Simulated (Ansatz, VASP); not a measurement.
**MgW2Se6 in VASP and in Ansatz**

```xyz
9
Lattice="0.0000 4.9587 4.9587 4.9587 0.0000 4.9587 4.9587 4.9587 0.0000" Properties=species:S:1:pos:R:3 pbc="T T T"
Mg    0.0000    0.0000    0.0000
W     7.4380    7.4380    7.4380
W     2.4793    2.4793    2.4793
Se    0.0000    2.4793    2.4793
Se    4.9587    2.4793    2.4793
Se    2.4793    0.0000    2.4793
Se    2.4793    4.9587    2.4793
Se    2.4793    2.4793    0.0000
Se    2.4793    2.4793    4.9587
```

Change from the starting cell: ordered vacancies on the A sites of perovskite (Fm-3m, No. 225).

Alike in both runs: functional PBE; k mesh 8 × 8 × 8; occupations gaussian, width 0.1 eV; no spin polarisation.

Ansatz relaxed the structure, and its values are those at the end. VASP's run is a single point on that final structure, the one shown.

|  | VASP | Ansatz |
| --- | --- | --- |
| version | VASP 6.6.1 | Ansatz 0.2.0 |
| potentials or method | VASP PAW PBE potentials, release 64 (Mg, W_sv, Se), cutoff 520 eV | scalar-relativistic, plane waves, PAW |
| valence electrons in the cell | 66 | 134 |

|  | VASP | Ansatz | Ansatz less VASP |
| --- | --- | --- | --- |
| gap on the k mesh at the Fermi level (eV) | none | none | - |
| pressure (GPa) | 0.1 | 0.0 | -0.11 |

A gap of «none» marks a metal or a gap that the smearing closes. VASP's potentials hold 66 valence electrons a cell and Ansatz's 134, so a difference there can come from the potentials and not from the codes.

Spin-orbit coupling is off throughout.
